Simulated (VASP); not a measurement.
# TaN (P-6m2) in VASP: further runs

The runs below take TaN through single point, with PBEsol+U, RPBE+D3(BJ)+U.

Program: VASP 6.6.1. These are calculated values, not measurements. Logs are shortened: lines on timing, memory, paths and dates and some standing lists are left out, and cuts for length are marked.

**1. The cell of the first run**

Symmetry: P-6m2, No. 187, hexagonal system. The conventional cell has a = 2.938 Å, b = 2.938 Å, c = 2.883 Å, α = 90.00°, β = 90.00°, γ = 120.00°. Ta (site symmetry -6m2) has 6 N at 2.23 Å and 8 Ta at 2.88 to 2.94 Å within 3.0 Å. N (site symmetry -6m2) has 6 Ta at 2.23 Å and 8 N at 2.88 to 2.94 Å within 3.0 Å.

**2. Single point, PBEsol+U**

POSCAR reads:

```
TaN
1.0
    2.9380000000      0.0000000000      0.0000000000
   -1.4690000000      2.5443826363      0.0000000000
    0.0000000000      0.0000000000      2.8830000000
Ta N
1 1
Direct
    0.0000000000      0.0000000000      0.5000000000
    0.6666666667      0.3333333333      0.0000000000
```

INCAR.step1 reads:

```
PREC = Accurate
ENCUT = 520
EDIFF = 1E-6
ISMEAR = -1
SIGMA = 0.05
LREAL = False
LASPH = True
NELM = 150
ALGO = Normal
ISIF = 2
LWAVE = False
LCHARG = True
LMAXMIX = 4
LDAU = True
LDAUTYPE = 2
LDAUL = 2 -1
LDAUU = 4 0
LDAUJ = 0 0
LDAUPRINT = 1
GGA = PS
NBANDS = 15
```

KPOINTS.step1 reads:

```
regular mesh
0
Gamma
  10 10 9
```

INCAR.step2 reads:

```
PREC = Accurate
ENCUT = 520
EDIFF = 1E-6
ISMEAR = -5
SIGMA = 0.05
LREAL = False
LASPH = True
NELM = 150
ALGO = Normal
ISIF = 2
LWAVE = False
LCHARG = False
LMAXMIX = 4
LDAU = True
LDAUTYPE = 2
LDAUL = 2 -1
LDAUU = 4 0
LDAUJ = 0 0
LDAUPRINT = 1
GGA = PS
LORBIT = 11
NEDOS = 1001
ICHARG = 11
```

KPOINTS.step2 reads:

```
regular mesh
0
Gamma
  15 15 14
```

Potentials or basis: VASP PAW PBE potentials, release 64 (Ta_pv, N).

The run is started by

```bash
cat potpaw_PBE.64/Ta_pv/POTCAR potpaw_PBE.64/N/POTCAR > POTCAR
cp INCAR.step1 INCAR
cp KPOINTS.step1 KPOINTS
mpirun -np 1 vasp_std > vasp.out
cp INCAR.step2 INCAR
cp KPOINTS.step2 KPOINTS
mpirun -np 1 vasp_std > vasp.out
```

OUTCAR:

```text
PREC = Accurate
   ENCUT = 520
   EDIFF = 1E-6
   ISMEAR = -5
   LREAL = False
   LASPH = True
   NELM = 150
   ISIF = 2
   GGA = PS
   LORBIT = 11
   ICHARG = 11

 ion  position               nearest neighbor table
   1  0.000  0.000  0.500-   2 2.23   2 2.23   2 2.23   2 2.23   2 2.23   2 2.23
   2  0.667  0.333  0.000-   1 2.23   1 2.23   1 2.23   1 2.23   1 2.23   1 2.23

  LATTYP: Found a hexagonal cell.
 ALAT       =     2.9380000000
 C/A-ratio  =     0.9812797822

  Lattice vectors:

 A1 = (   2.9380000000,   0.0000000000,   0.0000000000)
 A2 = (  -1.4690000000,   2.5443826363,   0.0000000000)
 A3 = (   0.0000000000,   0.0000000000,   2.8830000000)

Analysis of symmetry for initial positions (statically):
=====================================================================
 Subroutine PRICEL returns:
 Original cell was already a primitive cell.

 Routine SETGRP: Setting up the symmetry group for a
 hexagonal supercell.

 Subroutine GETGRP returns: Found 12 space group operations
 (whereof 12 operations were pure point group operations)
 out of a pool of 24 trial point group operations.

The static configuration has the point symmetry D_3h.

Analysis of symmetry for dynamics (positions and initial velocities):
=====================================================================
 Subroutine PRICEL returns:
 Original cell was already a primitive cell.

 Routine SETGRP: Setting up the symmetry group for a
 hexagonal supercell.

 Subroutine GETGRP returns: Found 12 space group operations
 (whereof 12 operations were pure point group operations)
 out of a pool of 24 trial point group operations.

The dynamic configuration has the point symmetry D_3h.

 Subroutine INISYM returns: Found 12 space group operations
 (whereof 12 operations are pure point group operations),
 and found     1 'primitive' translations

----------------------------------------------------------------------------------------

                                     Primitive cell

  volume of cell :      21.5516

  direct lattice vectors                    reciprocal lattice vectors
     2.938000000  0.000000000  0.000000000     0.340367597  0.196511324  0.000000000
    -1.469000000  2.544382636  0.000000000     0.000000000  0.393022648  0.000000000
     0.000000000  0.000000000  2.883000000     0.000000000  0.000000000  0.346860909

  length of vectors
     2.938000000  2.938000000  2.883000000     0.393022648  0.393022648  0.346860909

  position of ions in fractional coordinates (direct lattice)
     0.000000000  0.000000000  0.500000000
     0.666666667  0.333333333  0.000000000

  ion indices of the primitive-cell ions
   primitive index   ion index
                 1           1
                 2           2

----------------------------------------------------------------------------------------

 KPOINTS: regular mesh

Automatic generation of k-mesh.
 Grid dimensions read from file:
 generate k-points for:   15   15   14

 Generating k-lattice:

  Cartesian coordinates                     Fractional coordinates (reciprocal lattice)
     0.022691173  0.013100755  0.000000000     0.066666667  0.000000000  0.000000000
     0.000000000  0.026201510  0.000000000     0.000000000  0.066666667  0.000000000
     0.000000000  0.000000000  0.024775779     0.000000000  0.000000000  0.071428571

  Length of vectors
     0.026201510  0.026201510  0.024775779

[... 51 lines left out ...]
   LSORBIT =      F    spin-orbit coupling
   LASPH  =      T    aspherical Exc in radial PAW
   ENCUT  =  520.0 eV  38.22 Ry    6.18 a.u.   5.46  5.46  5.36*2*pi/ulx,y,z
   NELM   =    150;   NELMIN=  2; NELMDL=  0     # of ELM steps
   EDIFF  = 0.1E-05   stopping-criterion for ELM
   LREAL  =      F    real-space projection
   EDIFFG = 0.1E-04   stopping-criterion for IOM
   NSW    =      0    number of steps for IOM
   IBRION =     -1    ionic relax: 0-MD 1-quasi-New 2-CG
   NFREE  =      0    steps in history (QN), initial steepest desc. (CG)
   ISIF   =      2    stress and relaxation
   ISYM   =      2    0-nonsym 1-usesym 2-fastsym
   POTIM  = 0.5000    time-step for ionic-motion
   TEBEG  =    0.0;   TEEND  =   0.0 temperature during run
   PSTRESS=    0.0 pullay stress
   NELECT =      16.0000    total number of electrons
   NUPDOWN=      -1.0000    fix difference up-down
   EMIN   =  10.00;   EMAX   =-10.00  energy-range for DOS
   EFERMI =   0.00;   METHOD = LEGACY
   ISMEAR =    -5;   SIGMA  =   0.05  broadening in eV -4-tet -1-fermi 0-gaus
   EFERMI_NEDOS =   21; number of points for ismear=-14 and -15
   IALGO  =     38    algorithm
   IMIX   =      4    mixing-type and parameters
     AMIX     =   0.40;   BMIX     =  1.00
     AMIX_MAG =   1.60;   BMIX_MAG =  1.00
  volume/ion in A,a.u.               =      10.78        72.72
  Fermi-wavevector in a.u.,A,eV,Ry     =   1.482365  2.801264 29.897531  2.197407
  Thomas-Fermi vector in A             =   2.596160
   LORBIT       =     11    0 simple, 1 ext, 2 COOP (PROOUT), +10 PAW based schemes
 LDA+U is selected, type is set to LDAUTYPE =  2
   angular momentum for each species LDAUL =     2   -1
   U (eV)           for each species LDAUU =   4.0  0.0
   J (eV)           for each species LDAUJ =   0.0  0.0
   GGA     = PS    functional components
   LHFCALC =     F    Hartree Fock is set to
   AEXX    =    0.0000 exact exchange contribution
   IVDW    =     0    specifies the selected vdW correction
   LEPSILON=     F    determine dielectric tensor
   LRPA    =     F    only Hartree local field effects (RPA)
 non-spin polarized calculation
 Fermi weights with tetrahedron method with Bloechl corrections
  energy-cutoff  :      520.00
  volume of cell :       21.55
 maximum number of plane-waves:       605
 NGX is ok and might be reduce to    24

atom =   1  type =  1  l = 2

 onsite density matrix

spin component  1

  0.2565  0.0000  0.0000 -0.0000  0.0000
  0.0000  0.1773 -0.0000  0.0000 -0.0000
  0.0000 -0.0000  0.3056 -0.0000 -0.0000
 -0.0000  0.0000 -0.0000  0.1773 -0.0000
  0.0000 -0.0000 -0.0000 -0.0000  0.2565

spin component  2

  0.2565  0.0000  0.0000 -0.0000  0.0000
  0.0000  0.1773 -0.0000  0.0000 -0.0000
  0.0000 -0.0000  0.3056 -0.0000 -0.0000
 -0.0000  0.0000 -0.0000  0.1773 -0.0000
  0.0000 -0.0000 -0.0000 -0.0000  0.2565

 occupancies and eigenvectors

  o =  0.1773  v = -0.0000  1.0000  0.0000  0.0000 -0.0000  0.0000  0.0000  0.0000  0.0000  0.0000      0.0000  0.0000  0.0000  0.0000  0.0000  0.0000  0.0000  0.0000  0.0000  0.0000
  o =  0.1773  v =  0.0000  0.0000  0.0000  0.0000  0.0000 -0.0000  1.0000  0.0000  0.0000 -0.0000      0.0000  0.0000  0.0000  0.0000  0.0000  0.0000  0.0000  0.0000  0.0000  0.0000
  o =  0.1773  v = -0.0000  0.0000  0.0000 -1.0000 -0.0000  0.0000  0.0000  0.0000  0.0000  0.0000      0.0000  0.0000  0.0000  0.0000  0.0000  0.0000  0.0000  0.0000  0.0000  0.0000
  o =  0.1773  v =  0.0000  0.0000  0.0000  0.0000  0.0000 -0.0000  0.0000  0.0000 -1.0000 -0.0000      0.0000  0.0000  0.0000  0.0000  0.0000  0.0000  0.0000  0.0000  0.0000  0.0000
  o =  0.2565  v =  0.0000  0.0000  0.0000  0.0000  0.0000 -0.1365  0.0000  0.0000 -0.0000  0.9906      0.0000  0.0000  0.0000  0.0000  0.0000  0.0000  0.0000  0.0000  0.0000  0.0000
  o =  0.2565  v = -0.1365  0.0000  0.0000 -0.0000  0.9906  0.0000  0.0000  0.0000  0.0000  0.0000      0.0000  0.0000  0.0000  0.0000  0.0000  0.0000  0.0000  0.0000  0.0000  0.0000
  o =  0.2565  v =  0.0000  0.0000  0.0000  0.0000  0.0000 -0.9906 -0.0000 -0.0000  0.0000 -0.1365      0.0000  0.0000  0.0000  0.0000  0.0000  0.0000  0.0000  0.0000  0.0000  0.0000
  o =  0.2565  v = -0.9906 -0.0000 -0.0000  0.0000 -0.1365  0.0000  0.0000  0.0000  0.0000  0.0000      0.0000  0.0000  0.0000  0.0000  0.0000  0.0000  0.0000  0.0000  0.0000  0.0000
  o =  0.3056  v = -0.0000  0.0000 -1.0000 -0.0000  0.0000  0.0000  0.0000  0.0000  0.0000  0.0000      0.0000  0.0000  0.0000  0.0000  0.0000  0.0000  0.0000  0.0000  0.0000  0.0000
  o =  0.3056  v =  0.0000  0.0000  0.0000  0.0000  0.0000 -0.0000  0.0000 -1.0000 -0.0000  0.0000      0.0000  0.0000  0.0000  0.0000  0.0000  0.0000  0.0000  0.0000  0.0000  0.0000

 number of electron      16.0000001 magnetization

 Free energy of the ion-electron system (eV)
  ---------------------------------------------------
  ext. energy  EPLUGINS =         0.00000000
  ---------------------------------------------------
  free energy    TOTEN  =       -20.18036154 eV

  energy without entropy =      -20.18036154  energy(sigma->0) =      -20.18036154

 E-fermi :   8.6818     XC(G=0): -13.5162

 val. band max:        8.8581935592   @ k =   0.0000   0.0000   0.3571
 cond. band min:       8.6611215889   @ k =   0.0000   0.0000   0.4286
 fundamental gap:     -0.1970719703
 Fermi energy:         8.6818488633

 k-point     1 :       0.0000    0.0000    0.0000
  band No.  band energies     occupation
      1     -27.0268      2.00000
      2     -26.7696      2.00000
      3     -26.7696      2.00000
      4      -9.4452      2.00000
      5       3.9597      2.00000
      6       3.9597      2.00000
      7       4.2724      2.00000
      8       5.4223      2.00000
      9      10.4199      0.00000
     10      12.1786      0.00000
     11      12.1786      0.00000
     12      13.0544      0.00000
[... 331 lines left out ...]
 k-point    24 :       0.4000    0.2000    0.0000
  band No.  band energies     occupation
      1     -27.6671      2.00000
      2     -27.2253      2.00000
      3     -26.8757      2.00000
      4      -6.8051      2.00000
      5       0.4043      2.00000
      6       3.2430      2.00000
      7       3.4382      2.00000
      8       7.3250      2.00000
      9      10.4500      0.00000
     10      11.0722      0.00000
     11      12.0046      0.00000
     12      15.8423      0.00000

 [... further k-points ...]
[... 5 lines left out ...]
  --------------------------------------------------------------------------------------
  -------------------------------------------------------------------------------------
  Total        1.1399434      1.1399434      1.3244121      0.0000000     -0.0000000      0.0000000
  in kB       84.7451847     84.7451847     98.4588769      0.0000000     -0.0000000      0.0000000
  external PRESSURE =      89.3164154 kB  Pullay stress =       0.0000000 kB

 VOLUME and BASIS-vectors are now :
 -----------------------------------------------------------------------------
  energy-cutoff  :      520.00
  volume of cell :       21.55
      direct lattice vectors                 reciprocal lattice vectors
     2.938000000  0.000000000  0.000000000     0.340367597  0.196511324  0.000000000
    -1.469000000  2.544382636  0.000000000     0.000000000  0.393022648  0.000000000
     0.000000000  0.000000000  2.883000000     0.000000000  0.000000000  0.346860909

 POSITION                                       TOTAL-FORCE (eV/Angst)
 -----------------------------------------------------------------------------------
      0.00000      0.00000      1.44150        -0.000000      0.000000      0.000000
      1.46900      0.84813      0.00000         0.000000      0.000000      0.000000
 -----------------------------------------------------------------------------------
    total drift:                               -0.000265      0.000153      0.000000

  FREE ENERGIE OF THE ION-ELECTRON SYSTEM (eV)
  ---------------------------------------------------
  free  energy   TOTEN  =       -20.1803615401 eV

  energy  without entropy=      -20.1803615401  energy(sigma->0) =      -20.18036154

 total charge

# of ion       s       p       d       tot
------------------------------------------
    1        0.318   6.284   2.297   8.898
    2        1.221   2.521   0.000   3.741
--------------------------------------------------
tot          1.539   8.805   2.297  12.640
```

It took 58 s on 1 thread of Intel Xeon 8259CL, shared host; peak memory 0.19 GiB.

What came out:

```yaml
Valence_electrons_inside_the_program's_atomic_spheres: Ta 8.90; N 3.74
```

Eigenvalues of the final occupation matrices:
```
    site  spin  trace               eigenvalues
site 1 d     1   1.17  0.18 0.18 0.26 0.26 0.31
site 1 d     2   1.17  0.18 0.18 0.26 0.26 0.31
```

Caveat: the PAW data sets were made with another functional, which shifts forces and pressure a little; spin-orbit coupling is left out, which moves the levels of the heavy elements; U without spin polarisation on a metal has little footing; tetrahedron occupations give inexact forces and stress in metals.

**3. Single point, RPBE+D3(BJ)+U, non-collinear spin, zero start, spin-orbit coupling (11.42 Å³/atom)**

This run uses another cell than the first one, of 11.42 Å³/atom.

INCAR reads:

```
SYSTEM = TaN
PREC = Accurate ; ENCUT = 520
EDIFF = 1E-6 ; ISMEAR = 0
SIGMA = 0.05 ; LREAL = .FALSE.
LASPH = .TRUE. ; NELM = 150
ALGO = Normal ; ISIF = 2
LWAVE = .FALSE. ; LCHARG = .FALSE.
MAGMOM = 0 0 0 0 0 0 ; LORBIT = 11
LSORBIT = .TRUE. ; GGA_COMPAT = .FALSE.
LORBMOM = .TRUE. ; LMAXMIX = 4
LDAU = .TRUE. ; LDAUTYPE = 2
LDAUL = 2 -1 ; LDAUU = 3 0
LDAUJ = 0 0 ; LDAUPRINT = 1
GGA = RP ; IVDW = 12
NBANDS = 28
```

KPOINTS reads:

```
regular mesh
0
G
  8 8 7
  0 0 0
```

POSCAR reads:

```
TaN
1.0
    2.9956224723      0.0000000000      0.0000000000
   -1.4978112361      2.5942851611      0.0000000000
    0.0000000000      0.0000000000      2.9395437670
Ta N
1 1
Direct
    0.0000000000      0.0000000000      0.5000000000
    0.6666666667      0.3333333333      0.0000000000
```

Potentials or basis: VASP PAW PBE potentials, release 64 (Ta_pv, N).

The run is started by

```bash
cat potpaw_PBE.64/Ta_pv/POTCAR potpaw_PBE.64/N/POTCAR > POTCAR
mpirun -np 1 vasp_ncl > vasp.out
```

OUTCAR:

```text
SYSTEM = TaN
   PREC = Accurate
   ENCUT = 520
   EDIFF = 1E-6
   ISMEAR = 0
   LREAL = .FALSE.
   LASPH = .TRUE.
   NELM = 150
   ISIF = 2
   LORBIT = 11
   LSORBIT = .TRUE.
   GGA = RP
   IVDW = 12
 IVDW          = 12

 ion  position               nearest neighbor table
   1  0.000  0.000  0.500-   2 2.27   2 2.27   2 2.27   2 2.27   2 2.27   2 2.27
   2  0.667  0.333  0.000-   1 2.27   1 2.27   1 2.27   1 2.27   1 2.27   1 2.27

  LATTYP: Found a hexagonal cell.
 ALAT       =     2.9956224723
 C/A-ratio  =     0.9812797821

[... 1099 lines left out ...]
     0.0000000     0.0000000     0.0000000     0.0000000     0.0000000
     0.0000000     0.0000000     0.0000000     0.0000000     0.0000000
     0.0000000     0.0000000     0.0000000     0.0000000     0.0000000
 l=   3
     0.0000000     0.0000000     0.0000000     0.0000000     0.0000000     0.0000000     0.0000000
     0.0000000     0.0000000     0.0000000     0.0000000     0.0000000     0.0000000     0.0000000
     0.0000000     0.0000000     0.0000000     0.0000000     0.0000000     0.0000000     0.0000000
     0.0000000     0.0000000     0.0000000     0.0000000     0.0000000     0.0000000     0.0000000
     0.0000000     0.0000000     0.0000000     0.0000000     0.0000000     0.0000000     0.0000000
     0.0000000     0.0000000     0.0000000     0.0000000     0.0000000     0.0000000     0.0000000
     0.0000000     0.0000000     0.0000000     0.0000000     0.0000000     0.0000000     0.0000000

 total charge

# of ion       s       p       d       tot
------------------------------------------
    1        0.302   6.245   2.238   8.785
    2        1.233   2.483   0.000   3.716
--------------------------------------------------
tot          1.535   8.727   2.238  12.500

 magnetization (x)

# of ion       s       p       d       tot
------------------------------------------
    1       -0.000   0.000  -0.000  -0.000
    2       -0.000   0.000   0.000   0.000
--------------------------------------------------
tot         -0.000   0.000  -0.000  -0.000

 magnetization (y)

# of ion       s       p       d       tot
------------------------------------------
    1        0.000   0.000   0.000   0.000
    2       -0.000  -0.000   0.000  -0.000
--------------------------------------------------
tot         -0.000  -0.000   0.000  -0.000

 magnetization (z)

# of ion       s       p       d       tot
------------------------------------------
    1       -0.000   0.000   0.000   0.000
    2        0.000  -0.000   0.000  -0.000
--------------------------------------------------
tot         -0.000   0.000   0.000   0.000
```

Run time: 99 s. Hardware: 1 thread of Intel Xeon Platinum 8175M at 2.50GHz (Skylake/Cascade Lake), shared host; peak memory 0.24 GiB.

What came out:

| Property | Result |
| --- | --- |
| Free energy | -24.6145 eV |
| Pressure | -38.7 GPa |
| Net moment | 0.00 μB per cell |
| Valence electrons inside the program's atomic spheres | Ta 8.79; N 3.72 |
| Dispersion energy per atom | -2.597 eV |

Stress tensor (GPa, compression positive):
```
-38.78   0.00   0.00
  0.00 -38.78   0.00
  0.00   0.00 -38.41
```

Moments on the atoms (μB; x, y, z):
```
Ta  0.00 0.00 0.00
N   0.00 0.00 0.00
```

Caveat: the cell stands under tension; the PAW data sets were made with another functional, which shifts forces and pressure a little. The state reached can hang on the start; a lower one may exist.
